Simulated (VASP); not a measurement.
# SrLiH3 (Pm-3m) in VASP: a series of runs, part 2 of 2

VASP 6.6.1. The steps go on from the part before.

## 3. Relaxation of cell and atoms, r2SCAN

Contents of POSCAR:

```
SrLiH3
1.0
    4.6307910000      0.0000000000      0.0000000000
    0.0000000000      4.6307910000      0.0000000000
    0.0000000000      0.0000000000      4.6307910000
Li Sr H
1 1 3
Direct
    0.0000000000      0.0000000000      0.0000000000
    0.5000000000      0.5000000000      0.5000000000
    0.0000000000      0.5000000000      0.5000000000
    0.5000000000      0.0000000000      0.5000000000
    0.5000000000      0.5000000000      0.0000000000
```

Contents of INCAR.step1:

```
SYSTEM = SrLiH3
ALGO = Normal ; EDIFF = 1E-4
ENCUT = 600 ; GGA = PE
ISMEAR = 0 ; LASPH = .TRUE.
LCHARG = .FALSE. ; LREAL = .FALSE.
LWAVE = .TRUE. ; NELM = 100
PREC = Accurate ; SIGMA = 0.01
```

Contents of INCAR.step2:

```
SYSTEM = SrLiH3
ALGO = Normal ; EDIFF = 1E-6
EDIFFG = -0.02 ; ENCUT = 600
IBRION = 2 ; ISIF = 3
ISMEAR = 0 ; ISTART = 1
LASPH = .TRUE. ; LCHARG = .FALSE.
LMIXTAU = .TRUE. ; LREAL = .FALSE.
LWAVE = .FALSE. ; METAGGA = R2SCAN
NELM = 100 ; NSW = 80
PREC = Accurate ; SIGMA = 0.01
```

Contents of KPOINTS:

```
k-points
0
G
  4 4 4
  0 0 0
```

Potentials or basis: VASP PAW PBE potentials, release 64 (Li_sv, Sr_sv, H).

Run with:

```
$ cat potpaw_PBE.64/Li_sv/POTCAR potpaw_PBE.64/Sr_sv/POTCAR potpaw_PBE.64/H/POTCAR > POTCAR
$ cp INCAR.step1 INCAR
$ mpirun -np 1 vasp_std > vasp.out
$ cp INCAR.step2 INCAR
$ mpirun -np 1 vasp_std > vasp.out
```

OUTCAR:

```text
SYSTEM = SrLiH3
   EDIFF = 1E-6
   EDIFFG = -0.02
   ENCUT = 600
   IBRION = 2
   ISIF = 3
   ISMEAR = 0
   ISTART = 1
   LASPH = .TRUE.
   LREAL = .FALSE.
   METAGGA = R2SCAN
   NELM = 100
   NSW = 80
   PREC = Accurate

 ion  position               nearest neighbor table
   1  0.000  0.000  0.000-
   2  0.500  0.500  0.500-   3 2.32   4 2.32   5 2.32   5 2.32   4 2.32   3 2.32
   3  0.000  0.500  0.500-   2 2.32   2 2.32
   4  0.500  0.000  0.500-   2 2.32   2 2.32
   5  0.500  0.500  0.000-   2 2.32   2 2.32

  LATTYP: Found a simple cubic cell.
 ALAT       =     4.6307910000

  Lattice vectors:

 A1 = (   4.6307910000,   0.0000000000,   0.0000000000)
 A2 = (   0.0000000000,   4.6307910000,   0.0000000000)
 A3 = (   0.0000000000,   0.0000000000,   4.6307910000)

Analysis of symmetry for initial positions (statically):
=====================================================================
 Subroutine PRICEL returns:
 Original cell was already a primitive cell.

 Routine SETGRP: Setting up the symmetry group for a
 simple cubic supercell.

[... 149 lines left out ...]
--------------------------------------- Ionic step        1  -------------------------------------------

 number of electron      16.0000012 magnetization

 Free energy of the ion-electron system (eV)
  ---------------------------------------------------
  ext. energy  EPLUGINS =         0.00000000
  ---------------------------------------------------
  free energy    TOTEN  =       -28.39313337 eV

  energy without entropy =      -28.39313337  energy(sigma->0) =      -28.39313337

------------------------ aborting loop because EDIFF is reached ----------------------------------------

  FORCE on cell =-STRESS in cart. coord.  units (eV):
  Direction    XX          YY          ZZ          XY          YZ          ZX
  --------------------------------------------------------------------------------------
  -------------------------------------------------------------------------------------
  Total        0.2212219      0.2212219      0.2212219     -0.0000000     -0.0000000      0.0000000
  in kB        3.5692185      3.5692185      3.5692185     -0.0000000     -0.0000000      0.0000000
  external PRESSURE =       3.5692185 kB  Pullay stress =       0.0000000 kB
[... 65 lines left out ...]
--------------------------------------- Ionic step        3  -------------------------------------------

 number of electron      16.0000011 magnetization

 Free energy of the ion-electron system (eV)
  ---------------------------------------------------
  ext. energy  EPLUGINS =         0.00000000
  ---------------------------------------------------
  free energy    TOTEN  =       -28.39483114 eV

  energy without entropy =      -28.39483114  energy(sigma->0) =      -28.39483114

 E-fermi :  -1.5788     XC(G=0):  -6.9511

 val. band max:       -1.7675202155   @ k =   0.5000   0.5000   0.5000
 cond. band min:       0.6012739367   @ k =   0.5000   0.5000   0.0000
 fundamental gap:      2.3687941522
 Fermi energy:        -1.5788387578

 k-point     1 :       0.0000    0.0000    0.0000
  band No.  band energies     occupation
      1     -50.8446      2.00000
      2     -35.7021      2.00000
      3     -17.1352      2.00000
      4     -17.1352      2.00000
      5     -17.1352      2.00000
      6      -4.7907      2.00000
      7      -2.6511      2.00000
      8      -2.6511      2.00000
      9       4.0281      0.00000
     10       4.0281      0.00000
     11       4.0281      0.00000
     12       4.2651      0.00000
[... 165 lines left out ...]
  FREE ENERGIE OF THE ION-ELECTRON SYSTEM (eV)
  ---------------------------------------------------
  free  energy   TOTEN  =       -28.3948311439 eV

  energy  without entropy=      -28.3948311439  energy(sigma->0) =      -28.39483114

 reached required accuracy - stopping structural energy minimisation
```

OSZICAR.step1:

```text
N       E                     dE             d eps       ncg     rms          rms(c)
DAV:   1     0.797995702571E+02    0.79800E+02   -0.69883E+03   240   0.128E+03
DAV:   2    -0.700365888602E+01   -0.86803E+02   -0.80739E+02   284   0.230E+02
DAV:   3    -0.151392110881E+02   -0.81356E+01   -0.80852E+01   412   0.671E+01
DAV:   4    -0.157933603223E+02   -0.65415E+00   -0.65362E+00   352   0.136E+01
DAV:   5    -0.157982102153E+02   -0.48499E-02   -0.48498E-02   364   0.163E+00    0.233E+01
DAV:   6    -0.142896614151E+02    0.15085E+01   -0.10626E+00   280   0.501E+00    0.140E+01
DAV:   7    -0.138673276067E+02    0.42233E+00   -0.15634E+00   316   0.650E+00    0.209E+00
DAV:   8    -0.138635770994E+02    0.37505E-02   -0.28292E-01   312   0.278E+00    0.662E-01
DAV:   9    -0.138591200385E+02    0.44571E-02   -0.10368E-02   324   0.686E-01    0.394E-01
DAV:  10    -0.138578385585E+02    0.12815E-02   -0.43052E-03   316   0.372E-01    0.198E-01
DAV:  11    -0.138578417638E+02   -0.32054E-05   -0.61945E-04   356   0.130E-01
   1 F= -.13857842E+02 E0= -.13857842E+02  d E =-.437507E-30
```

Wall time 3 min (1 thread of AMD EPYC 7R13, shared host); peak memory 0.28 GiB.

Results:

```
Free energy                           : -28.3948 eV
Relaxed volume                        : 20.12 Å³/atom
Relaxed cell                          : a = 4.651 Å, b = 4.651 Å, c = 4.651 Å, α = 90.00°, β = 90.00°, γ = 90.00°
Space group after relaxing (to 0.1 Å) : Pm-3m (No. 221)
Energy gained by relaxing             : 0.3 meV/atom
Ionic steps                           : 3
Pressure after relaxing               : 0.1 GPa
Band gap on the k mesh                : 2.37 eV (least direct gap 2.76 eV)
```

Step by step:
```csv
step,energy change (eV),largest force (eV/Å),pressure (GPa),volume (Å³)
1,0.0000,0.0000,0.36,99.30
2,-0.0011,0.0000,0.21,99.94
3,-0.0017,0.0000,0.06,100.58
```

Final structure:
```
CELL_PARAMETERS angstrom
4.65052 0.00000 0.00000
0.00000 4.65052 0.00000
0.00000 0.00000 4.65052
ATOMIC_POSITIONS crystal
Li 0.00000 0.00000 0.00000
Sr 0.50000 0.50000 0.50000
H 0.00000 0.50000 0.50000
H 0.50000 0.00000 0.50000
H 0.50000 0.50000 0.00000
```

Levels at points of the mesh, in eV from the valence-band top:
| k point | band 5 | band 6 | band 7 | band 8 | band 9 | band 10 | band 11 | band 12 |
| --- | --- | --- | --- | --- | --- | --- | --- | --- |
| (0.00, 0.00, 0.00) | -15.37 | -3.02 | -0.88 | -0.88 | 5.80 | 5.80 | 5.80 | 6.03 |
| (0.50, 0.00, 0.00) | -15.36 | -2.20 | -0.78 | -0.75 | 4.52 | 5.25 | 5.25 | 6.77 |
| (0.50, 0.50, 0.00) | -15.36 | -1.32 | -0.39 | -0.39 | 2.37 | 5.73 | 5.73 | 6.21 |
| (0.50, 0.50, 0.50) | -15.47 | 0.00 | 0.00 | 0.00 | 2.93 | 2.93 | 2.93 | 5.31 |

Caveat: the cutoff is under 1.25 times the usual one of these potentials, so pressure, stress and relaxed cells hold a basis-set (Pulay) error; the PAW data sets were made with another functional, which shifts forces and pressure a little. A k mesh can miss the band edges.
